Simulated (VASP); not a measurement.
Here is a VASP 6.6.1 calculation.

The input INCAR:

```
PREC = Accurate
ENCUT = 750
EDIFF = 1E-6
ISMEAR = 0
SIGMA = 0.1
LREAL = F
LASPH = T
NELM = 120
ALGO = Normal
ISIF = 2
LWAVE = F
LCHARG = F
GGA = PE
NBANDS = 16
GGA_COMPAT = F
```

Contents of KPOINTS:

```
Automatic mesh
0
Gamma
  8 8 4
```

Contents of POSCAR:

```
LiW
1.0
    1.4436672203     -2.1944062642      0.0000000000
    1.4436672203      2.1944062642      0.0000000000
    0.0000000000      0.0000000000      4.9904001790
Li W
1 1
Direct
    0.5000000000      0.5000000000      0.5000000000
    0.0000000000      0.0000000000      0.0000000000
```

Potentials or basis: VASP PAW PBE potentials, release 64 (Li_sv, W_sv).

Command:

```sh
$ cat potpaw_PBE.64/Li_sv/POTCAR potpaw_PBE.64/W_sv/POTCAR > POTCAR
$ mpirun -np 1 vasp_std > vasp.out
```

(1) Estimate the pressure.

(2) Estimate the band gap on the k mesh.

Results:

(1) 0.2 GPa.

(2) zero (an odd number of electrons rules out a gap without spin polarisation).

Caveat: spin-orbit coupling is left out, which moves the levels of the heavy elements.
